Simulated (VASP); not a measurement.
**TiO2: single point with r2SCAN**

The system is TiO2.

```
Ti O
1.0
     4.52438    0.00000    0.00000
     0.00000    4.52438    0.00000
     0.00000    0.00000    2.93099
Ti O
2 4
Direct
  0.00000 0.00000 0.00000
  0.50000 0.50000 0.50000
  0.30340 0.30340 0.00000
  0.19660 0.80340 0.50000
  0.69660 0.69660 0.00000
  0.80340 0.19660 0.50000
```

```
Program             : VASP 6.6.1
Task                : single point
Functional          : r2SCAN
Potentials or basis : VASP PAW PBE potentials, release 64 (Ti_sv, O)
Cutoff              : 520 eV
k mesh              : 4 × 4 × 6
Occupations         : gaussian, width 0.01 eV
Spin                : no spin polarisation
```

* Pressure: 11.4 GPa
* Largest force: 0.028 eV/Å
* Band gap on the k mesh: 2.28 eV

Forces in eV/Å, atoms in the order of the input:
```
Ti   0.000  0.000  0.000
Ti   0.000  0.000  0.000
O   -0.019 -0.019  0.000
O    0.019 -0.019  0.000
O    0.019  0.019  0.000
O   -0.019  0.019  0.000
```

Stress tensor (GPa, compression positive):
```
11.22  0.00  0.00
 0.00 11.22  0.00
 0.00  0.00 11.85
```

Levels at points of the mesh, in eV from the valence-band top:
```tsv
k point	band 22	band 23	band 24	band 25	band 26	band 27
(0.00, 0.00, 0.00)	-0.52	-0.52	0.00	2.28	2.61	2.84
(0.50, 0.00, 0.00)	-1.82	-0.82	-0.82	3.01	3.01	3.56
(0.50, 0.50, 0.00)	-1.46	-1.17	-1.17	2.32	2.32	2.99
(0.00, 0.00, 0.50)	-2.63	-1.52	-1.52	3.50	3.50	3.70
(0.50, 0.00, 0.50)	-2.16	-1.18	-1.18	2.35	2.35	3.73
(0.50, 0.50, 0.50)	-1.44	-0.72	-0.72	3.09	3.09	3.71
```

Wall time 4 min on 1 thread of Intel Xeon 8259CL, on a shared host, peak memory 0.19 GiB.

Caveat: the cell stands under pressure; the PAW data sets were made with another functional, which shifts forces and pressure a little. r2SCAN opens gaps a little over a GGA but as a rule still falls short of measured ones.
